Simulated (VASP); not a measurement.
Ti3SnO8, 12 atoms in the cell. Symmetry: Pmmm, No. 47, orthorhombic system. The conventional cell has a = 3.029 Å, b = 6.641 Å, c = 6.646 Å, α = 90.00°, β = 90.00°, γ = 90.00°. Within 2.6 Å of Ti (site symmetry mmm) lie 6 O at 1.96 to 2.04 Å. Within 2.6 Å of Ti (site symmetry mmm) lie 6 O at 1.96 to 1.99 Å. Within 2.6 Å of Ti (site symmetry mmm) lie 6 O at 1.99 to 2.03 Å. Within 2.7 Å of Sn (site symmetry mmm) lie 6 O at 2.04 to 2.08 Å. O (site symmetry m2m) has 3 Ti at 1.99 to 2.04 Å and 1 O at 2.57 Å within 2.6 Å. O (site symmetry m2m) has 1 Ti at 1.96 Å and 2 Sn at 2.04 Å within 2.6 Å. Within 2.6 Å of O (site symmetry mm2) lie 3 Ti at 1.99 to 2.03 Å and 1 O at 2.58 Å. Within 2.6 Å of O (site symmetry mm2) lie 2 Ti at 1.96 Å and 1 Sn at 2.08 Å and 1 O at 2.48 Å. 

```yaml
Program: VASP 6.6.1
Task: single point
Functional: PBE
Potentials_or_basis: VASP PAW PBE potentials, release 64 (Ti_sv, Sn_d, O)
Cutoff: 520 eV
k_mesh: 10 × 4 × 4
Occupations: gaussian, width 0.02 eV
Spin: no spin polarisation
Dipole_correction: no
Further_INCAR_settings: ALGO = Normal; EDIFF = 1e-07; NBANDS = 61
```

Potentials or basis: VASP PAW PBE potentials, release 64 (Ti_sv, Sn_d, O).

Run with:

```sh
$ cat potpaw_PBE.64/Ti_sv/POTCAR potpaw_PBE.64/Sn_d/POTCAR potpaw_PBE.64/O/POTCAR > POTCAR
$ mpirun -np 1 vasp_std > vasp.out
```

Hardware: 1 thread of Intel Xeon 8259CL, with other jobs on the host.

Task: Estimate the wall time of this run.

Result: Run time: 15 min on 1 thread of Intel Xeon 8259CL, with other jobs on the host, peak memory 0.46 GiB. Counts: scf iterations 19, k points 54.
